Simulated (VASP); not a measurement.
Crystal: ZnO.

```
Zn O
1.0
     0.00000    2.16486    2.16486
     2.16486    0.00000    2.16486
     2.16486    2.16486    0.00000
Zn O
1 1
Direct
  0.00000 0.00000 0.00000
  0.50000 0.50000 0.50000
```

Base run:

| Item | Value |
| --- | --- |
| Program | VASP 6.6.1 |
| Functional | LDA |
| Potentials or basis | VASP PAW LDA potentials, release 64 (Zn, O) |
| Cutoff | 520 eV |
| k mesh | 12 × 12 × 12 |
| Occupations | gaussian, width 0.02 eV |
| Spin | no spin polarisation |

Its results: band gap on the k mesh 0.71 eV, indirect (least direct gap 1.95 eV); pressure -13.0 GPa.

Task: The run is repeated on the same cell with these changes: functional from LDA to PBE; potentials or basis from VASP PAW LDA potentials, release 64 (Zn, O) to VASP PAW PBE potentials, release 64 (Zn, O_h); cutoff from 520 eV to 910 eV. What comes out?

Result: Band gap on the k mesh 0.72 eV, indirect (least direct gap 1.96 eV); pressure 0.7 GPa.

Caveats: the cutoff is under 1.25 times the usual one of these potentials, so pressure, stress and relaxed cells hold a basis-set (Pulay) error (some runs).

A k mesh can miss the band edges.
